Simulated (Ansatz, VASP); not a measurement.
SnO2 in VASP and in Ansatz

INCAR

```
ALGO     = Normal         # electronic algorithm
EDIFF    = 1E-6           # SCF threshold, eV
ENCUT    = 520            # plane-wave cutoff, eV
GGA      = PE             # functional
ISIF     = 2              # what is computed and relaxed
ISMEAR   = 0              # smearing method
LASPH    = True           # aspherical terms in the spheres
LCHARG   = False          # write CHGCAR
LREAL    = False          # projectors in reciprocal space
LWAVE    = False          # write WAVECAR
NBANDS   = 20             # bands
NELM     = 100            # most SCF steps
PREC     = Accurate       # precision mode
SIGMA    = 0.05           # smearing width, eV
```

File KPOINTS:

```
k-points
0
Gamma
  12 12 12
```

File POSCAR:

```
SnO2
1.0
    1.5628500000      0.9023118682      4.9182553763
   -1.5628500000      0.9023118682      4.9182553763
    0.0000000000     -1.8046237364      4.9182553763
Sn O
1 2
Direct
    0.5000000000      0.5000000000      0.5000000000
    0.2348826742      0.2348826742      0.2348826742
    0.7651173258      0.7651173258      0.7651173258
```

Input for Ansatz:

```yaml
crystal:
  lattice:
    - [1.56285, 0.9023118682, 4.9182553763]
    - [-1.56285, 0.9023118682, 4.9182553763]
    - [0.0, -1.8046237364, 4.9182553763]
  atoms:
    - { symbol: Sn, position: [0.5, 0.5, 0.5] }
    - { symbol: O, position: [0.2348826742, 0.2348826742, 0.2348826742] }
    - { symbol: O, position: [0.7651173258, 0.7651173258, 0.7651173258] }
basis:
  ecutwfc: 520.0
kpoints:
  mp_grid: { grid: [12, 12, 12] }
hamiltonian:
  xc: pbe
  pseudopotentials: { kind: paw, azcp: { folder: soft_1 } }
scf:
  occupations: { method: gaussian, width: 0.05 }
output:
  forces: true
  stress: true
  eigenvalues: true
```

Alike in both runs: task single point; functional PBE; k mesh 12 × 12 × 12; occupations gaussian, width 0.05 eV; no spin polarisation.

|  | VASP | Ansatz |
| --- | --- | --- |
| version | VASP 6.6.1 | Ansatz 0.2.0 |
| potentials or method | VASP PAW PBE potentials, release 64 (Sn_d, O), cutoff 520 eV | scalar-relativistic, plane waves, PAW |
| valence electrons in the cell | 26 | 26 |

Ansatz gave:

| Property | Result |
| --- | --- |
| gap on the k mesh at the Fermi level (eV) | 2.71 |
| least direct gap on the mesh (eV) | 2.99 |
| pressure (GPa) | 13.5 |
| traceless stress, the component that is largest in VASP (GPa) | -7.29 |
| rms of the force components (eV/Å) | 0.356 |

Problem. Estimate VASP's values.

Solution. gap on the k mesh at the Fermi level (eV): 2.69; least direct gap on the mesh (eV): 2.98; pressure (GPa): 14.3; traceless stress, the component that is largest in VASP (GPa): -7.72; rms of the force components (eV/Å): 0.390.

Atom by atom the forces differ by 0.034 eV/Å (rms over components).
